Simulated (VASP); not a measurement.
Input of a VASP 6.6.1 run:

INCAR

```
SYSTEM = HfO2
PREC = Accurate
ENCUT = 520
EDIFF = 1E-6
ISMEAR = 0
SIGMA = 0.05
LREAL = .FALSE.
LASPH = .TRUE.
NELM = 100
ALGO = Normal
ISIF = 2
LWAVE = .FALSE.
LCHARG = .FALSE.
GGA = PS
NBANDS = 18
```

Contents of KPOINTS:

```
Automatic mesh
0
G
  8 8 8
  0 0 0
```

File POSCAR:

```
HfO2
1.0
    0.0000000000      2.5220673956      2.5220673956
    2.5220673956      0.0000000000      2.5220673956
    2.5220673956      2.5220673956      0.0000000000
Hf O
1 2
Direct
   -0.0022035292      0.0022035292      0.0022035292
    0.2622915034      0.2377084966      0.2377084966
    0.7622915034      0.7377084966      0.7377084966
```

Potentials or basis: VASP PAW PBE potentials, release 64 (Hf_pv, O).

Run with:

```console
$ cat potpaw_PBE.64/Hf_pv/POTCAR potpaw_PBE.64/O/POTCAR > POTCAR
$ mpirun -np 1 vasp_std > vasp.out
```

Question: Estimate the largest force.

Answer: 0.413 eV/Å.

Question: What does it give for the pressure?

Answer: -3.1 GPa.

Question: Predict the band gap on the k mesh.

Answer: 3.71 eV, direct.

Forces in eV/Å, atoms in the order of the input:
```
Hf  -0.413  0.000  0.000
O    0.207  0.000  0.000
O    0.207  0.000  0.000
```

Caveat: the cell differs from its parent crystal (mode 4 frozen in at -0.062 Å and mode 5 at +0.000 Å (largest displacements)); the PAW data sets were made with another functional, which shifts forces and pressure a little; spin-orbit coupling is left out, which moves the levels of the heavy elements. A k mesh can miss the band edges.
